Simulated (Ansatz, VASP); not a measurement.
## Two plane-wave programs on La

```
CELL_PARAMETERS angstrom
3.56472 0.00000 0.00000
-1.78236 3.08714 0.00000
0.00000 0.00000 11.43439
ATOMIC_POSITIONS crystal
La 0.00000 0.00000 0.00000
La 0.00000 0.00000 0.50000
La 0.33333 0.66667 0.75000
La 0.66667 0.33333 0.25000
```

Alike in both runs: task single point; functional PBEsol; k mesh 13 × 13 × 4; occupations fermi-dirac, width 0.1 eV; no spin polarisation.

|  | VASP | Ansatz |
| --- | --- | --- |
| version | VASP 6.6.1 | Ansatz 0.2.0 |
| potentials or method | VASP PAW PBE potentials, release 64 (La), cutoff 520 eV | plane waves (420 eV) with PAW, scalar-relativistic |
| valence electrons in the cell | 44 | 44 |

```tsv
	VASP	Ansatz	Ansatz less VASP
pressure (GPa)	2.5	2.4	-0.11
traceless stress, the component that is largest in VASP (GPa)	0.18	0.19	+0.002
```

VASP's potentials were made for PBE, not for PBEsol, and Ansatz warns of the same on its side.

Neither program's run includes spin-orbit coupling.
